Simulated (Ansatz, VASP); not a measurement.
One calculation of CoO, two programs

The input INCAR:

```
PREC = Accurate
ENCUT = 520
EDIFF = 1E-6
ISMEAR = 0
SIGMA = 0.02
LREAL = F
LASPH = T
NELM = 150
ALGO = Normal
ISIF = 2
LWAVE = F
LCHARG = F
ISPIN = 2
MAGMOM = -2.51 2.51 -0.13 0.13
LORBIT = 11
LMAXMIX = 4
NBANDS = 27
```

KPOINTS

```
regular mesh
0
Gamma
  12 12 12
```

POSCAR

```
CoO
1.0
    1.6022198417      0.9250420569      5.1329417806
   -1.6022198417      0.9250420569      5.1329417806
    0.0000000000     -1.8500841138      5.1329417806
Co O
2 2
Direct
    0.9994877300      0.9994877300      0.9994877300
    0.4994905900      0.4994905900      0.4994905900
    0.3754955300      0.3754955300      0.3754955300
    0.8755255000      0.8755255000      0.8755255000
```

Input for Ansatz:

```yaml
crystal:
  lattice:
    - [1.6022198417, 0.9250420569, 5.1329417806]
    - [-1.6022198417, 0.9250420569, 5.1329417806]
    - [0.0, -1.8500841138, 5.1329417806]
  atoms:
    - { symbol: Co, position: [0.99948773, 0.99948773, 0.99948773], spin: -2.51 }
    - { symbol: Co, position: [0.49949059, 0.49949059, 0.49949059], spin: 2.51 }
    - { symbol: O, position: [0.37549553, 0.37549553, 0.37549553], spin: -0.13 }
    - { symbol: O, position: [0.8755255, 0.8755255, 0.8755255], spin: 0.13 }
basis:
  ecutwfc: 420
kpoints:
  mp_grid: { grid: [12, 12, 12] }
hamiltonian:
  xc: lda
scf:
  occupations: { method: gaussian, width: 0.02 }
output:
  forces: true
  stress: true
  eigenvalues: true
  populations: true
magnetization:
  spin_polarized: true
```

Alike in both runs: task single point; functional LDA; k mesh 12 × 12 × 12; occupations gaussian, width 0.02 eV; collinear spin.

|  | VASP | Ansatz |
| --- | --- | --- |
| version | VASP 6.6.1 | Ansatz 0.2.0 |
| potentials or method | VASP PAW LDA potentials, release 64 (Co, O), cutoff 520 eV | scalar-relativistic, plane waves, PAW |
| valence electrons in the cell | 30 | 46 |

Ansatz gave:

```
gap on the k mesh at the Fermi level (eV)                     : none
pressure (GPa)                                                : -18.2
traceless stress, the component that is largest in VASP (GPa) : -0.54
rms of the force components (eV/Å)                            : 0.033
net moment per atom (μB)                                      : 0.00
size of the moment on the site where the two differ most (μB) : 1.91
```

Q: Which values does VASP return?

A: gap on the k mesh at the Fermi level (eV): none; pressure (GPa): -18.8; traceless stress, the component that is largest in VASP (GPa): -0.44; rms of the force components (eV/Å): 0.021; net moment per atom (μB): 0.00; size of the moment on the site where the two differ most (μB): 1.98.

LDA's correlation is that of Perdew and Zunger in VASP and of Perdew and Wang (1992) in Ansatz. Site moments also hang on the region over which each program counts them. Atom by atom the forces differ by 0.012 eV/Å (rms over components). A gap of «none» marks a metal or a gap that the smearing closes. VASP's potentials hold 30 valence electrons a cell and Ansatz's 46, so a difference there can come from the potentials and not from the codes.
